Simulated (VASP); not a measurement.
Input of a VASP 6.6.1 run:

File INCAR:

```
SYSTEM = Sc
ALGO     = Normal         ! electronic algorithm
EDIFF    = 1E-7           ! SCF threshold, eV
ENCUT    = 520            ! plane-wave cutoff, eV
GGA      = PS             ! functional
ISIF     = 2              ! what is computed and relaxed
ISMEAR   = -1             ! smearing method
LASPH    = .TRUE.         ! aspherical terms in the spheres
LCHARG   = .FALSE.        ! write CHGCAR
LREAL    = .FALSE.        ! projectors in reciprocal space
LWAVE    = .FALSE.        ! write WAVECAR
NBANDS   = 18             ! bands
NELM     = 80             ! most SCF steps
PREC     = Accurate       ! precision mode
SIGMA    = 0.1            ! smearing width, eV
```

Contents of KPOINTS:

```
k-points
0
G
  18 18 10
  0 0 0
```

POSCAR

```
Sc
1.0
    3.2753416026      0.0000000000      0.0000000000
   -1.6376708013      2.8365290339      0.0000000000
    0.0000000000      0.0000000000      5.1053566628
Sc
2
Direct
    0.3333333333      0.6666666667      0.2500000000
    0.6666666667      0.3333333333      0.7500000000
```

Potentials or basis: VASP PAW PBE potentials, release 64 (Sc_sv).

Command:

```bash
$ cat potpaw_PBE.64/Sc_sv/POTCAR > POTCAR
$ mpirun -np 1 vasp_std > vasp.out
```

Task: Predict the pressure.

Result: 0.0 GPa.

Task: Predict the band gap on the k mesh.

Result: Zero (bands 11 and 12 overlap by 1.54 eV).

Caveat: the PAW data sets were made with another functional, which shifts forces and pressure a little.
